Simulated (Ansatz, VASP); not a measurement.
**ZnS in VASP and in Ansatz**

The input POSCAR:

```
ZnS
1.0
    3.8227000000      0.0000000000      0.0000000000
   -1.9113500000      3.3105553110      0.0000000000
    0.0000000000      0.0000000000     12.5200000000
Zn S
4 4
Direct
    0.0000000000      0.0000000000      0.0000000000
    0.0000000000      0.0000000000      0.5000000000
    0.3333333333      0.6666666667      0.2500000000
    0.6666666667      0.3333333333      0.7500000000
    0.0000000000      0.0000000000      0.1875000000
    0.0000000000      0.0000000000      0.6875000000
    0.3333333333      0.6666666667      0.4375000000
    0.6666666667      0.3333333333      0.9375000000
```

INCAR.step1

```
PREC = Accurate
ENCUT = 520
ISMEAR = 0
SIGMA = 0.1
LREAL = F
LASPH = T
NELM = 80
NBANDS = 46
GGA = PE
ALGO = Normal
EDIFF = 1E-4
LWAVE = T
LCHARG = F
```

INCAR.step2

```
PREC = Accurate
ENCUT = 520
EDIFF = 1E-6
ISMEAR = 0
SIGMA = 0.1
LREAL = F
LASPH = T
NELM = 80
ALGO = Normal
ISIF = 2
LWAVE = F
LCHARG = F
METAGGA = R2SCAN
LMIXTAU = T
NBANDS = 46
ISTART = 1
```

The input KPOINTS:

```
Automatic mesh
0
Gamma
  6 6 2
```

Input for Ansatz:

```yaml
crystal:
  lattice:
    - [3.8227020304, 0.0, 0.0]
    - [-1.9113510152, 3.3105570694, 0.0]
    - [0.0, 0.0, 12.52]
  atoms:
    - { symbol: Zn, position: [0.0, 0.0, 0.0] }
    - { symbol: Zn, position: [0.0, 0.0, 0.5] }
    - { symbol: Zn, position: [0.3333333333, 0.6666666667, 0.25] }
    - { symbol: Zn, position: [0.6666666667, 0.3333333333, 0.75] }
    - { symbol: S, position: [0.0, 0.0, 0.1875] }
    - { symbol: S, position: [0.0, 0.0, 0.6875] }
    - { symbol: S, position: [0.3333333333, 0.6666666667, 0.4375] }
    - { symbol: S, position: [0.6666666667, 0.3333333333, 0.9375] }
basis:
  ecutwfc: 500
kpoints:
  mp_grid: { grid: [6, 6, 2] }
hamiltonian:
  xc: r2scan
scf:
  occupations: { method: gaussian, width: 0.1 }
output:
  forces: true
  stress: true
  eigenvalues: true
```

Alike in both runs: task single point; functional r2SCAN; k mesh 6 × 6 × 2; occupations gaussian, width 0.1 eV; no spin polarisation.

```csv
,VASP,Ansatz
version,VASP 6.6.1,Ansatz 0.2.0
potentials or method,"VASP PAW PBE potentials, release 64 (Zn, S), cutoff 520 eV","scalar-relativistic, plane waves, PAW"
valence electrons in the cell,72,72
```

|  | VASP | Ansatz | Ansatz less VASP |
| --- | --- | --- | --- |
| gap on the k mesh at the Fermi level (eV) | 2.70 | 2.69 | -0.009 |
| least direct gap on the mesh (eV) | 2.70 | 2.69 | -0.009 |
| pressure (GPa) | -0.9 | -0.9 | -0.03 |
| traceless stress, the component that is largest in VASP (GPa) | -0.10 | -0.12 | -0.016 |
| rms of the force components (eV/Å) | 0.012 | 0.015 | +0.0029 |

VASP's potentials were made for PBE, not for r2SCAN. Atom by atom the forces differ by 0.006 eV/Å (rms over components).
